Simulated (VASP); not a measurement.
Here is a VASP 6.6.1 calculation.

Contents of INCAR:

```
  PREC = Accurate
  ENCUT = 520
  EDIFF = 1E-6
  ISMEAR = -1
  SIGMA = 0.05
  LREAL = False
  LASPH = True
  NELM = 100
  ALGO = Normal
  ISIF = 2
  LWAVE = False
  LCHARG = False
  NBANDS = 17
```

File KPOINTS:

```
Automatic mesh
0
Gamma
  11 11 6
```

POSCAR

```
Pd
1.0
    2.8021004509      0.0000000000      0.0000000000
   -1.4010502255      2.4266901745      0.0000000000
    0.0000000000      0.0000000000      4.6595488139
Pd
2
Direct
    0.3333333333      0.6666666667      0.2500000000
    0.6666666667      0.3333333333      0.7500000000
```

Potentials or basis: VASP PAW LDA potentials, release 64 (Pd).

The run is started by

```console
$ cat potpaw_LDA.64/Pd/POTCAR > POTCAR
$ mpirun -np 1 vasp_std > vasp.out
```

What does it give for the pressure?

-17.9 GPa.

Predict the band gap on the k mesh.

zero (band 10 reaches 8.55 eV, above the bottom of band 11 at 7.78 eV).

Stress tensor (GPa, compression positive):
```
-18.09   0.00   0.00
  0.00 -18.09   0.00
  0.00   0.00 -17.52
```
